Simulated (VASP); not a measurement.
Here is a VASP 6.6.1 calculation.

The input INCAR:

```
PREC     = Accurate       # precision mode
ENCUT    = 520            # plane-wave cutoff, eV
EDIFF    = 1E-7           # SCF threshold, eV
ISMEAR   = 0              # smearing method
SIGMA    = 0.1            # smearing width, eV
LREAL    = False          # projectors in reciprocal space
LASPH    = True           # aspherical terms in the spheres
NELM     = 100            # most SCF steps
ALGO     = Normal         # electronic algorithm
ISIF     = 2              # what is computed and relaxed
LWAVE    = False          # write WAVECAR
LCHARG   = False          # write CHGCAR
GGA      = PE             # functional
NBANDS   = 44             # bands
```

File KPOINTS:

```
Automatic mesh
0
Gamma
  9 9 8
```

File POSCAR:

```
CoSn
1.0
    5.2957053767      0.0000000000      0.0000000000
   -2.6478526883      4.5862153872      0.0000000000
    0.0000000000      0.0000000000      4.2297922293
Co Sn
3 3
Direct
    0.0000000000      0.5000000000      0.0000000000
    0.5000000000      0.5000000000      0.0000000000
    0.5000000000      0.0000000000      0.0000000000
    0.6666666667      0.3333333333      0.5000000000
    0.3333333333      0.6666666667      0.5000000000
    0.0000000000      0.0000000000      0.0000000000
```

Potentials or basis: VASP PAW PBE potentials, release 64 (Co, Sn_d).

Launch:

```sh
$ cat potpaw_PBE.64/Co/POTCAR potpaw_PBE.64/Sn_d/POTCAR > POTCAR
$ mpirun -np 1 vasp_std > vasp.out
```

Problem. Predict the pressure.

Solution. 0.0 GPa.

Stress tensor (GPa, compression positive):
```
-0.01  0.00  0.00
 0.00 -0.01  0.00
 0.00  0.00 -0.09
```

Caveat: spin-orbit coupling is left out, which moves the levels of the heavy elements. Spin polarisation is off, so any magnetic state and its effect on volume and gap are missing.
